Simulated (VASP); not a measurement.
Os, 1 atom in the cell. The structure is cubic, space group Fm-3m (No. 225). The conventional cell has a = 3.826 Å, b = 3.826 Å, c = 3.826 Å, α = 90.00°, β = 90.00°, γ = 90.00°. Within 3.6 Å of Os (site symmetry m-3m) lie 12 Os at 2.71 Å. 

* Program: VASP 6.6.1
* Task: single point
* Functional: r2SCAN
* Potentials or basis: VASP PAW PBE potentials, release 64 (Os_sv_GW)
* Cutoff: 550 eV
* k mesh: 8 × 8 × 8
* Occupations: gaussian, width 0.1 eV
* Spin: no spin polarisation
* Dipole correction: no
* Second run: valence_matched
* Further INCAR settings: ALGO = Normal; EDIFF = 1e-06; NBANDS = 14

Potentials or basis: VASP PAW PBE potentials, release 64 (Os_sv_GW).

Launch:

```console
$ cat potpaw_PBE.64/Os_sv_GW/POTCAR > POTCAR
$ cp INCAR.step1 INCAR
$ mpirun -np 1 vasp_std > vasp.out
$ cp INCAR.step2 INCAR
$ mpirun -np 1 vasp_std > vasp.out
```

Hardware: 1 thread of Intel(R) Xeon(R) 6975P-C (Granite Rapids) (shared host).

Problem. Estimate the wall time of this run.

Solution. Run time: 31 s on 1 thread of Intel(R) Xeon(R) 6975P-C (Granite Rapids), with other jobs on the host, peak memory 0.15 GiB. Counts: k points 29.
